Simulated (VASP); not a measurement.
A run of VASP 6.6.1 is set up as follows.

INCAR

```
PREC = Accurate
ENCUT = 600
EDIFF = 1E-7
ISMEAR = 0
SIGMA = 0.1
LREAL = F
LASPH = T
NELM = 60
ALGO = Normal
ISIF = 3
LWAVE = F
LCHARG = F
GGA = PE
IBRION = 2
NSW = 90
EDIFFG = -0.04
```

File KPOINTS:

```
Automatic mesh
0
Gamma
  4 4 2
```

File POSCAR:

```
In3GaAs4
1.0
    4.0690247400      0.0000000000      0.0000000000
    0.0000000000      4.0690247400      0.0000000000
    0.0000000000      0.0000000000     11.5089399600
In Ga As
3 1 4
Direct
    0.0000000000      0.0000000000      0.7500000000
    0.0000000000      0.0000000000      0.2500000000
    0.5000000000      0.5000000000      0.0000000000
    0.5000000000      0.5000000000      0.5000000000
    0.5000000000      0.0000000000      0.3750000000
    0.0000000000      0.5000000000      0.1250000000
    0.5000000000      0.0000000000      0.8750000000
    0.0000000000      0.5000000000      0.6250000000
```

Potentials or basis: VASP PAW PBE potentials, release 64 (In_d, Ga_d, As).

Command:

```bash
$ cat potpaw_PBE.64/In_d/POTCAR potpaw_PBE.64/Ga_d/POTCAR potpaw_PBE.64/As/POTCAR > POTCAR
$ mpirun -np 1 vasp_std > vasp.out
```

(1) Predict the relaxed volume.

(2) Estimate the relaxed cell.

(3) Predict the band gap on the k mesh.

Answers

(1) 28.20 Å³/atom.

(2) a = 4.328 Å, b = 4.328 Å, c = 12.043 Å, α = 90.00°, β = 90.00°, γ = 90.00°.

(3) zero (filled and empty bands touch).

Caveat: the k points lie up to 0.36 Å⁻¹ apart in the final cell; the volume moved by over 15 % at a fixed basis, so the end points are rough; semilocal functionals underestimate gaps, so a narrow gap can read as zero; spin-orbit coupling is left out, which moves the levels of the heavy elements.
